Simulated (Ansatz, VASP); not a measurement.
Two plane-wave programs on WSe

```
CELL_PARAMETERS angstrom
4.02220 0.00000 0.00000
-2.01110 3.48333 0.00000
0.00000 0.00000 6.05343
ATOMIC_POSITIONS crystal
W 0.00000 0.00000 0.00000
W 0.00000 0.00000 0.50000
Se 0.33333 0.66667 0.25000
Se 0.66667 0.33333 0.75000
```

Alike in both runs: functional r2SCAN; k mesh 6 × 6 × 4; occupations gaussian, width 0.1 eV; collinear spin; Hubbard terms W d U = 6.2 eV.

Ansatz relaxed the structure, and its values are those at the end. VASP's run is a single point on that final structure, the one shown.

|  | VASP | Ansatz |
| --- | --- | --- |
| version | VASP 6.6.1 | Ansatz 0.2.0 |
| potentials or method | VASP PAW PBE potentials, release 64 (W_sv, Se), cutoff 520 eV | scalar-relativistic, plane waves, PAW |
| valence electrons in the cell | 40 | 60 |

|  | VASP | Ansatz | Ansatz less VASP |
| --- | --- | --- | --- |
| gap on the k mesh at the Fermi level (eV) | none | none | - |
| pressure (GPa) | -2.2 | 0.0 | +2.20 |
| net moment per atom (μB) | 1.03 | 1.37 | +0.341 |
| size of the moment on the site where the two differ most (μB) | 1.88 | 2.20 | +0.324 |

The net moments are unlike, so the other rows may belong to different states. VASP's potentials were made for PBE, not for r2SCAN. Site moments also hang on the region over which each program counts them. The programs project onto different local orbitals, so the same U acts differently, and such runs can settle in different states. A gap of «none» marks a metal or a gap that the smearing closes. VASP's potentials hold 40 valence electrons a cell and Ansatz's 60, so a difference there can come from the potentials and not from the codes. Ansatz's warnings: filled band counts differ across k points.

Neither program's run includes spin-orbit coupling.
